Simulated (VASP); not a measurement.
Write the native input for VASP 6.6.1 that does the following.

| Item | Value |
| --- | --- |
| Task | single point |
| Functional | PBE |
| Potentials or basis | VASP PAW PBE potentials, release 64 (B, N) |
| Cutoff | 520 eV |
| k mesh | 6 × 6 × 6 |
| Occupations | gaussian, width 0.05 eV |
| Spin | no spin polarisation |
| Dipole correction | no |
| Further INCAR settings | ALGO = Normal; EDIFF = 1e-07; NBANDS = 26 |

The structure of BN lies in POSCAR:

```
BN
1.0
    3.6246970237      0.0000000000      0.0000000000
    0.0000000000     -3.6246970237      0.0000000000
    0.0000000000      0.0000000000     -3.6246970237
B N
4 4
Direct
    0.0000000000      0.0000000000      0.0000000000
    0.5000000000      0.5000000000      0.0000000000
    0.5000000000      0.0000000000      0.5000000000
    0.0000000000      0.5000000000      0.5000000000
    0.7500000000      0.7396543077      0.7500000000
    0.2500000000      0.2500000000      0.7500000000
    0.2500000000      0.7500000000      0.2500000000
    0.7500000000      0.2500000000      0.2500000000
```

This cell differs from its parent crystal: atom 5 (N) moved +0.037 Å along Cartesian [0 1 0].

These files were run (other wordings do the same):

INCAR

```
SYSTEM = BN
PREC = Accurate
ENCUT = 520
EDIFF = 1E-7
ISMEAR = 0
SIGMA = 0.05
LREAL = .FALSE.
LASPH = .TRUE.
NELM = 80
ALGO = Normal
ISIF = 2
LWAVE = .FALSE.
LCHARG = .TRUE.
GGA = PE
LELF = .TRUE.
LVHAR = .TRUE.
NBANDS = 26
```

KPOINTS

```
regular mesh
0
G
  6 6 6
  0 0 0
```

Potentials or basis: VASP PAW PBE potentials, release 64 (B, N).

The run is started by

```bash
$ cat potpaw_PBE.64/B/POTCAR potpaw_PBE.64/N/POTCAR > POTCAR
$ mpirun -np 1 vasp_std > vasp.out
```

It gave:

```
Pressure               : 0.4 GPa
Largest force          : 1.316 eV/Å
Band gap on the k mesh : 4.36 eV
```

Caveat: the cell differs from its parent crystal (atom 5 (N) moved +0.037 Å along Cartesian [0 1 0]); forces of over 1 eV/Å act on the atoms, so gaps and moduli don't describe the material at rest.

Wall time 30 s on 1 thread of Intel(R) Xeon(R) Platinum 8559C (Emerald Rapids), with other jobs on the host, peak memory 0.18 GiB.
